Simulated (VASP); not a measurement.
Write the native input for VASP 6.6.1 that does the following.

```yaml
Task: relaxation of the atoms
Functional: LDA
Potentials_or_basis: VASP PAW LDA potentials, release 64 (Sc_sv, Al)
Cutoff: 520 eV
k_mesh: 11 × 11 × 11
Occupations: fermi-dirac, width 0.05 eV
Spin: no spin polarisation
Dipole_correction: no
Further_INCAR_settings: ALGO = Normal; EDIFF = 1e-06; IBRION = 2; EDIFFG = -0.01; NSW = 50
```

The structure of ScAl lies in POSCAR:

```
ScAl
1.0
    3.1926245275      0.0000000000      0.0000000000
    0.0000000000      3.1926245275      0.0000000000
    0.0000000000      0.0000000000      3.1926245275
Sc Al
1 1
Direct
    0.5000000000      0.5000000000      0.5000000000
    0.0000000000      0.0000000000      0.0000000000
```

The input as run:

INCAR

```
ALGO     = Normal         # electronic algorithm
EDIFF    = 1E-6           # SCF threshold, eV
EDIFFG   = -0.01          # ionic threshold
ENCUT    = 520            # plane-wave cutoff, eV
GGA      = CA             # functional
IBRION   = 2              # ionic algorithm
ISIF     = 2              # what is computed and relaxed
ISMEAR   = -1             # smearing method
LASPH    = True           # aspherical terms in the spheres
LCHARG   = False          # write CHGCAR
LREAL    = False          # projectors in reciprocal space
LWAVE    = False          # write WAVECAR
NELM     = 100            # most SCF steps
NSW      = 50             # ionic steps
PREC     = Accurate       # precision mode
SIGMA    = 0.05           # smearing width, eV
```

KPOINTS

```
k-points
0
Gamma
  11 11 11
```

Potentials or basis: VASP PAW LDA potentials, release 64 (Sc_sv, Al).

Launch:

```bash
$ cat potpaw_LDA.64/Sc_sv/POTCAR potpaw_LDA.64/Al/POTCAR > POTCAR
$ mpirun -np 1 vasp_std > vasp.out
```

It gave:

The pressure after relaxing is 11.7 GPa and the band gap on the k mesh is zero (bands 7 and 8 overlap by 0.70 eV).

Caveat: the relaxation stopped at its first step, so nothing moved.

Run time: 23 s on 1 thread of Intel Xeon 8259CL, with other jobs on the host, peak memory 0.14 GiB.
